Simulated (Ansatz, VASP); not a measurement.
Two plane-wave programs on Zr3O

```
Zr O
1.0
     5.84971    0.00000    0.00000
    -2.92486    5.06600    0.00000
     0.00000    0.00000    4.69849
Zr O
6 2
Direct
  0.33276 0.00000 0.00000
  0.33276 0.33276 0.50000
  0.00000 0.33276 0.00000
  0.66724 0.00000 0.50000
  0.66724 0.66724 0.00000
  0.00000 0.66724 0.50000
  0.33333 0.66667 0.25000
  0.66667 0.33333 0.75000
```

Alike in both runs: task single point; functional PBEsol; k mesh 9 × 9 × 8; occupations gaussian, width 0.15 eV; no spin polarisation.

|  | VASP | Ansatz |
| --- | --- | --- |
| version | VASP 6.6.1 | Ansatz 0.2.0 |
| potentials or method | VASP PAW PBE potentials, release 64 (Zr_sv, O), cutoff 520 eV | scalar-relativistic, plane waves, PAW |
| valence electrons in the cell | 84 | 84 |

|  | VASP | Ansatz | Ansatz less VASP |
| --- | --- | --- | --- |
| gap on the k mesh at the Fermi level (eV) | none | none | - |
| pressure (GPa) | 0.0 | -0.2 | -0.14 |
| traceless stress, the component that is largest in VASP (GPa) | 15.21 | 15.21 | +0.005 |
| rms of the force components (eV/Å) | 0.360 | 0.366 | +0.0058 |

VASP's potentials were made for PBE, not for PBEsol, and Ansatz warns of the same on its side. Atom by atom the forces differ by 0.006 eV/Å (rms over components). A gap of «none» marks a metal or a gap that the smearing closes. The functional is the same, so the differences come from potentials, cutoffs and numerics.
